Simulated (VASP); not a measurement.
# Ru: single point with r2SCAN

Crystal: Ru.

```
Ru
1.0
     2.70783    0.00000    0.00000
    -1.35391    2.34505    0.00000
     0.00000    0.00000    4.26810
Ru
2
Direct
  0.33333 0.66667 0.25000
  0.66667 0.33333 0.75000
```

| Item | Value |
| --- | --- |
| Program | VASP 6.6.1 |
| Task | single point |
| Functional | r2SCAN |
| Potentials or basis | VASP PAW PBE potentials, release 64 (Ru_pv) |
| Cutoff | 520 eV |
| k mesh | 9 × 9 × 5 |
| Occupations | fermi-dirac, width 0.1 eV |
| Spin | no spin polarisation |

```
Pressure               : 0.0 GPa
Band gap on the k mesh : zero (band 14 reaches 14.28 eV, above the bottom of band 15 at 11.11 eV)
```

Stress tensor (GPa, compression positive):
```
-0.21  0.00  0.00
 0.00 -0.21  0.00
 0.00  0.00  0.41
```

Levels at points of the mesh, in eV from the Fermi level:
```csv
k point,band 12,band 13,band 14,band 15,band 16,band 17
"(0.00, 0.00, 0.00)",-2.09,-2.09,-1.58,-1.58,1.15,1.15
```

It took 32 s on 1 thread of Intel(R) Xeon(R) 6975P-C (Granite Rapids), on a shared host, peak memory 0.14 GiB.

Caveat: the PAW data sets were made with another functional, which shifts forces and pressure a little.
